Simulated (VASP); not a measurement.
# Bi2Se3 (R-3m) in VASP: further runs

Runs on Bi2Se3. Level: PBE. Tasks: single point.

Program: VASP 6.6.1. These are calculated values, not measurements. Logs are shortened: lines on timing, memory, paths and dates and some standing lists are left out, and cuts for length are marked.

## (1) The cell of the first run

It takes space group R-3m (No. 166, trigonal). Conventional cell: a = 4.073 Å, b = 4.073 Å, c = 28.151 Å, α = 90.00°, β = 90.00°, γ = 120.00°. Bi (site symmetry 3m) has 6 Se at 2.80 to 3.02 Å within 3.7 Å. Within 4.2 Å of Se (site symmetry -3m) lie 6 Bi at 3.02 Å and 12 Se at 4.07 to 4.15 Å. Se (site symmetry 3m) has 3 Bi at 2.80 Å and 3 Se at 3.46 Å within 3.7 Å.

## (2) Single point, PBE

File INCAR:

```
PREC = Accurate
ENCUT = 520
EDIFF = 1E-6
ISMEAR = 0
SIGMA = 0.01
LREAL = False
LASPH = True
NELM = 80
ALGO = Normal
ISIF = 2
LWAVE = False
LCHARG = True
GGA = PE
LELF = True
LVHAR = True
NBANDS = 32
```

File KPOINTS:

```
Automatic mesh
0
Gamma
  6 6 6
```

File POSCAR:

```
Bi2Se3
1.0
    2.0363830464      1.1757062974      9.3835167587
   -2.0363830464      1.1757062974      9.3835167587
    0.0000000000     -2.3514126047      9.3835167587
Bi Se
2 3
Direct
    0.4008000000      0.4008000000      0.4008000000
    0.5992000000      0.5992000000      0.5992000000
    0.0000000000      0.0000000000      0.0000000000
    0.2117000000      0.2117000000      0.2117000000
    0.7883000000      0.7883000000      0.7883000000
```

Potentials or basis: VASP PAW PBE potentials, release 64 (Bi_d, Se).

Run with:

```
$ cat potpaw_PBE.64/Bi_d/POTCAR potpaw_PBE.64/Se/POTCAR > POTCAR
$ mpirun -np 1 vasp_std > vasp.out
```

OUTCAR:

```text
PREC = Accurate
   ENCUT = 520
   EDIFF = 1E-6
   ISMEAR = 0
   LREAL = False
   LASPH = True
   NELM = 80
   ISIF = 2
   GGA = PE

 ion  position               nearest neighbor table
   1  0.401  0.401  0.401-   5 2.80   5 2.80   5 2.80   3 3.02   3 3.02   3 3.02
   2  0.599  0.599  0.599-   4 2.80   4 2.80   4 2.80   3 3.02   3 3.02   3 3.02
   3  0.000  0.000  0.000-   2 3.02   2 3.02   1 3.02   1 3.02   2 3.02   1 3.02
   4  0.212  0.212  0.212-   2 2.80   2 2.80   2 2.80
   5  0.788  0.788  0.788-   1 2.80   1 2.80   1 2.80

  LATTYP: Found a trigonal (rhomboedric) cell.
 ALAT       =     9.6736512223
 COS(alpha) =     0.9113725832

  Lattice vectors:

 A1 = (   2.0363830464,   1.1757062974,   9.3835167587)
 A2 = (  -2.0363830464,   1.1757062974,   9.3835167587)
 A3 = (   0.0000000000,  -2.3514126047,   9.3835167587)

Analysis of symmetry for initial positions (statically):
=====================================================================
 Subroutine PRICEL returns:
 Original cell was already a primitive cell.

 Routine SETGRP: Setting up the symmetry group for a
 trigonal (rhombohedral) supercell.

 Subroutine GETGRP returns: Found 12 space group operations
 (whereof 12 operations were pure point group operations)
 out of a pool of 12 trial point group operations.

The static configuration has the point symmetry D_3d.

Analysis of symmetry for dynamics (positions and initial velocities):
=====================================================================
 Subroutine PRICEL returns:
 Original cell was already a primitive cell.

 Routine SETGRP: Setting up the symmetry group for a
 trigonal (rhombohedral) supercell.

 Subroutine GETGRP returns: Found 12 space group operations
 (whereof 12 operations were pure point group operations)
 out of a pool of 12 trial point group operations.

The dynamic configuration has the point symmetry D_3d.

 Subroutine INISYM returns: Found 12 space group operations
 (whereof 12 operations are pure point group operations),
 and found     1 'primitive' translations

----------------------------------------------------------------------------------------

                                     Primitive cell

  volume of cell :     134.7954

  direct lattice vectors                    reciprocal lattice vectors
     2.036383046  1.175706297  9.383516759     0.245533374  0.141758759  0.035523284
    -2.036383046  1.175706297  9.383516759    -0.245533374  0.141758759  0.035523284
     0.000000000 -2.351412605  9.383516759     0.000000000 -0.283517519  0.035523284

  length of vectors
     9.673651222  9.673651222  9.673651224     0.285734295  0.285734295  0.285734295

  position of ions in fractional coordinates (direct lattice)
     0.400800000  0.400800000  0.400800000
     0.599200000  0.599200000  0.599200000
     0.000000000  0.000000000  0.000000000
     0.211700000  0.211700000  0.211700000
     0.788300000  0.788300000  0.788300000

  ion indices of the primitive-cell ions
   primitive index   ion index
                 1           1
                 2           2
                 3           3
                 4           4
                 5           5

----------------------------------------------------------------------------------------

 KPOINTS: Automatic mesh

Automatic generation of k-mesh.
 Grid dimensions read from file:
 generate k-points for:    6    6    6

 Generating k-lattice:

  Cartesian coordinates                     Fractional coordinates (reciprocal lattice)
     0.040922229  0.023626460  0.005920547     0.166666667  0.000000000  0.000000000
    -0.040922229  0.023626460  0.005920547     0.000000000  0.166666667  0.000000000
     0.000000000 -0.047252920  0.005920547     0.000000000  0.000000000  0.166666667

  Length of vectors
     0.047622382  0.047622382  0.047622382

  Shift w.r.t. Gamma in fractional coordinates (k-lattice)
     0.000000000  0.000000000  0.000000000

 Subroutine IBZKPT returns following result:
 ===========================================

 Found     32 irreducible k-points:

 Following reciprocal coordinates:
            Coordinates               Weight
  0.000000  0.000000  0.000000      1.000000
  0.166667  0.000000 -0.000000      6.000000
  0.333333  0.000000  0.000000      6.000000
  0.500000  0.000000  0.000000      3.000000
  0.166667  0.166667 -0.000000      6.000000
  0.333333  0.166667  0.000000     12.000000
[... 16 lines left out ...]
  0.500000  0.500000  0.166667      6.000000
 -0.333333  0.500000  0.166667     12.000000
 [... further k-points ...]
   k-points           NKPTS =     32   k-points in BZ     NKDIM =     32   number of bands    NBANDS=     32
   number of dos      NEDOS =    301   number of ions     NIONS =      5
   total plane-waves  NPLWV = 373248
   dimension x,y,z NGX =    72 NGY =   72 NGZ =   72
   dimension x,y,z NGXF=   144 NGYF=  144 NGZF=  144
   ions per type =               2   3
   NGX,Y,Z   is equivalent  to a cutoff of  12.37, 12.37, 12.37 a.u.
   NGXF,Y,Z  is equivalent  to a cutoff of  24.75, 24.75, 24.75 a.u.
 SYSTEM =  unknown system
   PREC   = accura    normal or accurate (medium, high low for compatibility)
   ISTART =      0    job   : 0-new  1-cont  2-samecut
   ICHARG =      2    charge: 1-file 2-atom 10-const
   ISPIN  =      1    spin polarized calculation?
   LNONCOLLINEAR =      F non collinear calculations
   LSORBIT =      F    spin-orbit coupling
   LASPH  =      T    aspherical Exc in radial PAW
   ENCUT  =  520.0 eV  38.22 Ry    6.18 a.u.  17.99 17.99 17.99*2*pi/ulx,y,z
   NELM   =     80;   NELMIN=  2; NELMDL= -5     # of ELM steps
   EDIFF  = 0.1E-05   stopping-criterion for ELM
   LREAL  =      F    real-space projection
   EDIFFG = 0.1E-04   stopping-criterion for IOM
   NSW    =      0    number of steps for IOM
   IBRION =     -1    ionic relax: 0-MD 1-quasi-New 2-CG
   NFREE  =      0    steps in history (QN), initial steepest desc. (CG)
   ISIF   =      2    stress and relaxation
   ISYM   =      2    0-nonsym 1-usesym 2-fastsym
   POTIM  = 0.5000    time-step for ionic-motion
   TEBEG  =    0.0;   TEEND  =   0.0 temperature during run
   PSTRESS=    0.0 pullay stress
   NELECT =      48.0000    total number of electrons
   NUPDOWN=      -1.0000    fix difference up-down
   EMIN   =  10.00;   EMAX   =-10.00  energy-range for DOS
   EFERMI =   0.00;   METHOD = LEGACY
   ISMEAR =     0;   SIGMA  =   0.01  broadening in eV -4-tet -1-fermi 0-gaus
   EFERMI_NEDOS =   21; number of points for ismear=-14 and -15
   IALGO  =     38    algorithm
   IMIX   =      4    mixing-type and parameters
     AMIX     =   0.40;   BMIX     =  1.00
     AMIX_MAG =   1.60;   BMIX_MAG =  1.00
  volume/ion in A,a.u.               =      26.96       181.93
  Fermi-wavevector in a.u.,A,eV,Ry     =   1.160371  2.192783 18.319710  1.346461
  Thomas-Fermi vector in A             =   2.296954
   LORBIT       =      0    0 simple, 1 ext, 2 COOP (PROOUT), +10 PAW based schemes
   GGA     = PE    functional components
   LHFCALC =     F    Hartree Fock is set to
   AEXX    =    0.0000 exact exchange contribution
   IVDW    =     0    specifies the selected vdW correction
   LEPSILON=     F    determine dielectric tensor
   LRPA    =     F    only Hartree local field effects (RPA)
 non-spin polarized calculation
 Gauss-broadening in eV      SIGMA  =   0.01
  energy-cutoff  :      520.00
  volume of cell :      134.80
 maximum number of plane-waves:      3655
   NGX = 35   NGY = 35   NGZ = 35

 number of electron      47.9999996 magnetization

 Free energy of the ion-electron system (eV)
  ---------------------------------------------------
  ext. energy  EPLUGINS =         0.00000000
  ---------------------------------------------------
  free energy    TOTEN  =       -19.95958927 eV

  energy without entropy =      -19.95958927  energy(sigma->0) =      -19.95958927

 E-fermi :   5.7560     XC(G=0):  -9.7331

 val. band max:        5.6238128877   @ k =   0.0000   0.0000   0.0000
 cond. band min:       5.7988774101   @ k =   0.0000   0.0000   0.0000
 fundamental gap:      0.1750645223
 Fermi energy:         5.7559868250

 k-point     1 :       0.0000    0.0000    0.0000
  band No.  band energies     occupation
      1     -17.5983      2.00000
      2     -17.5983      2.00000
      3     -17.5957      2.00000
      4     -17.5957      2.00000
      5     -17.5841      2.00000
      6     -17.5810      2.00000
[... 24 lines left out ...]
     31      11.3314      0.00000
     32      12.5254      0.00000

 k-point     2 :       0.1667    0.0000   -0.0000
  band No.  band energies     occupation
      1     -17.6040      2.00000
      2     -17.6005      2.00000
      3     -17.5912      2.00000
      4     -17.5887      2.00000
      5     -17.5800      2.00000
      6     -17.5768      2.00000
[... 24 lines left out ...]
     31      10.5735      0.00000
     32      11.5127      0.00000

 k-point     3 :       0.3333    0.0000    0.0000
  band No.  band energies     occupation
      1     -17.6180      2.00000
      2     -17.6120      2.00000
      3     -17.5850      2.00000
      4     -17.5836      2.00000
      5     -17.5795      2.00000
      6     -17.5793      2.00000
[... 24 lines left out ...]
     31      10.2775      0.00000
     32      12.0673      0.00000

 k-point     4 :       0.5000    0.0000    0.0000
  band No.  band energies     occupation
      1     -17.6257      2.00000
      2     -17.6184      2.00000
      3     -17.5882      2.00000
      4     -17.5835      2.00000
      5     -17.5823      2.00000
      6     -17.5778      2.00000
[... 654 lines left out ...]
     31      10.1603      0.00000
     32      12.4612      0.00000

 k-point    23 :       0.5000    0.5000    0.1667
  band No.  band energies     occupation
      1     -17.6179      2.00000
      2     -17.6122      2.00000
      3     -17.5850      2.00000
      4     -17.5836      2.00000
      5     -17.5795      2.00000
      6     -17.5794      2.00000
[... 24 lines left out ...]
     31      10.1796      0.00000
     32      11.8097      0.00000

 k-point    24 :      -0.3333    0.5000    0.1667
  band No.  band energies     occupation
      1     -17.6168      2.00000
      2     -17.6116      2.00000
      3     -17.5893      2.00000
      4     -17.5829      2.00000
      5     -17.5821      2.00000
      6     -17.5780      2.00000
[... 24 lines left out ...]
     31      10.7961      0.00000
     32      12.0533      0.00000

 [... further k-points ...]
[... 5 lines left out ...]
  --------------------------------------------------------------------------------------
  -------------------------------------------------------------------------------------
  Total        5.4195931      5.4195931      5.4059480      0.0000000     -0.0000000      0.0000000
  in kB       64.4172327     64.4172328     64.2550466      0.0000000     -0.0000000      0.0000000
  external PRESSURE =      64.3631707 kB  Pullay stress =       0.0000000 kB

 VOLUME and BASIS-vectors are now :
 -----------------------------------------------------------------------------
  energy-cutoff  :      520.00
  volume of cell :      134.80
      direct lattice vectors                 reciprocal lattice vectors
     2.036383046  1.175706297  9.383516759     0.245533374  0.141758759  0.035523284
    -2.036383046  1.175706297  9.383516759    -0.245533374  0.141758759  0.035523284
     0.000000000 -2.351412605  9.383516759     0.000000000 -0.283517519  0.035523284

 POSITION                                       TOTAL-FORCE (eV/Angst)
 -----------------------------------------------------------------------------------
      0.00000     -0.00000     11.28274         0.000000      0.000000     -0.360606
      0.00000     -0.00000     16.86781         0.000000     -0.000000      0.360606
      0.00000      0.00000      0.00000         0.000000      0.000000      0.000000
      0.00000     -0.00000      5.95947         0.000000      0.000000     -0.621182
      0.00000     -0.00000     22.19108         0.000000     -0.000000      0.621182
 -----------------------------------------------------------------------------------
    total drift:                                0.000000      0.000000      0.000000

  FREE ENERGIE OF THE ION-ELECTRON SYSTEM (eV)
  ---------------------------------------------------
  free  energy   TOTEN  =       -19.9595892673 eV

  energy  without entropy=      -19.9595892673  energy(sigma->0) =      -19.95958927
```

It took 20 min on 1 thread of Intel Xeon 8259CL, shared host; peak memory 0.75 GiB.

Results:

```
Free energy            : -19.9596 eV
Pressure               : 6.4 GPa
Largest force          : 0.621 eV/Å
Band gap on the k mesh : 0.18 eV
```

Forces on the atoms (eV/Å):
```
Bi   0.000  0.000 -0.361
Bi   0.000  0.000  0.361
Se   0.000  0.000  0.000
Se   0.000  0.000 -0.621
Se   0.000  0.000  0.621
```

Levels at points of the mesh, in eV from the valence-band top:
```tsv
k point	band 20	band 21	band 22	band 23	band 24	band 25	band 26	band 27	band 28	band 29
(0.00, 0.00, 0.00)	-2.06	-2.06	-1.37	-1.37	0.00	0.18	1.34	1.34	2.11	2.76
(0.50, 0.00, 0.00)	-3.30	-3.24	-2.37	-1.40	-0.60	0.78	1.89	2.92	3.25	3.87
(0.50, 0.50, 0.00)	-2.82	-2.07	-2.03	-1.84	-1.09	1.27	1.90	2.64	3.06	3.61
(0.50, 0.50, 0.50)	-1.80	-1.60	-1.56	-1.56	-0.47	0.57	1.67	1.67	2.11	2.39
```

Caveat: the cell stands under pressure; spin-orbit coupling is left out, which moves the levels of the heavy elements. A k mesh can miss the band edges.

(Continued in part 2 of 2.)
